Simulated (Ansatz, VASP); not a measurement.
Two plane-wave programs on LiH

```xyz
2
Lattice="0.0000 1.9910 1.9910 1.9910 0.0000 1.9910 1.9910 1.9910 0.0000" Properties=species:S:1:pos:R:3 pbc="T T T"
Li    0.0000    0.0000    0.0000
H     1.9910    1.9910    1.9910
```

Change from the starting cell: volume scaled by 0.94, PAW files.

Alike in both runs: task electric field gradients; functional LDA; k mesh 11 × 11 × 11; occupations fermi-dirac, width 0.03 eV; no spin polarisation.

|  | VASP | Ansatz |
| --- | --- | --- |
| version | VASP 6.6.1 | Ansatz 0.2.0 |
| potentials or method | VASP PAW LDA potentials, release 64 (Li_sv, H) | PAW with Ansatz's default frozen-core files, scalar-relativistic |
| plane-wave cutoff (eV) | 520 | 420 |
| valence electrons in the cell | 4 | 4 |

```csv
,VASP,Ansatz,Ansatz less VASP
gap on the k mesh at the Fermi level (eV),2.79,2.80,+0.008
```

LDA's correlation is that of Perdew and Zunger in VASP and of Perdew and Wang (1992) in Ansatz.

Noted on VASP's run: the cutoff is short for stress, so the pressure is rough.
